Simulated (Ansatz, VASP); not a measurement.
## TePb: VASP beside Ansatz

```
CELL_PARAMETERS angstrom
0.00000 3.21032 3.21032
3.21032 0.00000 3.21032
3.21032 3.21032 0.00000
ATOMIC_POSITIONS crystal
Pb 0.00000 0.00000 0.00000
Te 0.50000 0.50000 0.50000
```

Change from the starting cell: hydrostatic strain -1.8%.

Alike in both runs: task single point; functional PBE; k mesh 8 × 8 × 8; occupations fermi-dirac, width 0.02 eV; no spin polarisation.

|  | VASP | Ansatz |
| --- | --- | --- |
| version | VASP 6.6.1 | Ansatz 0.2.0 |
| potentials or method | VASP PAW PBE potentials, release 64 (Pb_d, Te) | plane waves, PAW |
| plane-wave cutoff (eV) | 520 | 420 |
| valence electrons in the cell | 20 | 30 |

```csv
,VASP,Ansatz,Ansatz less VASP
pressure (GPa),3.0,3.1,+0.06
```

VASP's potentials hold 20 valence electrons a cell and Ansatz's 30, so a difference there can come from the potentials and not from the codes.

Spin-orbit coupling is off throughout.
